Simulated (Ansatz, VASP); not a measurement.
# Two plane-wave programs on As

```
As
1.0
    -1.94527    1.94527    2.83506
     1.94527   -1.94527    2.83506
     1.94527    1.94527   -2.83506
As
2
Direct
  0.21758 0.21758 0.00000
  0.78242 0.78242 0.00000
```

Alike in both runs: functional PBE; k mesh 16 × 16 × 16; occupations gaussian, width 0.1 eV; no spin polarisation.

Ansatz relaxed the structure, and its values are those at the end. VASP's run is a single point on that final structure, the one shown.

```csv
,VASP,Ansatz
version,VASP 6.6.1,Ansatz 0.2.0
potentials or method,"VASP PAW PBE potentials, release 64 (As), cutoff 520 eV","scalar-relativistic, plane waves, PAW"
valence electrons in the cell,10,30
```

```csv
,VASP,Ansatz,Ansatz less VASP
gap on the k mesh at the Fermi level (eV),none,none,-
pressure (GPa),0.2,0.0,-0.20
rms of the force components (eV/Å),0.020,0.000,-0.0204
```

A gap of «none» marks a metal or a gap that the smearing closes. With one functional, cell and mesh, what is left measures potentials, basis and numerics. VASP's potentials hold 10 valence electrons a cell and Ansatz's 30, so a difference there can come from the potentials and not from the codes.
